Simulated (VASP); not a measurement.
# Pb: single point with PBEsol+D4

Crystal: Pb.

```
Pb
1.0
     0.00000    2.44157    2.44157
     2.44157    0.00000    2.44157
     2.44157    2.44157    0.00000
Pb
1
Direct
  0.00000 0.00000 0.00000
```

```json
{"Program": "VASP 6.6.1", "Task": "single point", "Functional": "PBEsol", "Dispersion": "D4", "Potentials or basis": "VASP PAW PBE potentials, release 64 (Pb_d)", "Cutoff": "520 eV", "k mesh": "9 × 9 × 9", "Occupations": "fermi-dirac, width 0.05 eV", "Spin": "no spin polarisation"}
```

```yaml
Pressure: 0.0 GPa
Band_gap_on_the_k_mesh: zero (band 7 reaches 15.30 eV, above the bottom of band 8 at 5.92 eV)
Dispersion_energy_per_atom: -0.263 eV
```

Levels at points of the mesh, in eV from the Fermi level:
| k point | band 3 | band 4 | band 5 | band 6 | band 7 | band 8 | band 9 | band 10 | band 11 | band 12 |
| --- | --- | --- | --- | --- | --- | --- | --- | --- | --- | --- |
| (0.00, 0.00, 0.00) | -16.85 | -16.69 | -16.69 | -11.88 | 7.91 | 7.91 | 7.91 | 9.96 | 12.01 | 12.96 |

Wall time 12 s on 1 thread of AMD EPYC 7R13, on a shared host, peak memory 0.16 GiB.

Caveat: the PAW data sets were made with another functional, which shifts forces and pressure a little; spin-orbit coupling is left out, which moves the levels of the heavy elements; pairwise dispersion overbinds metals, which lowers pressure and volume.
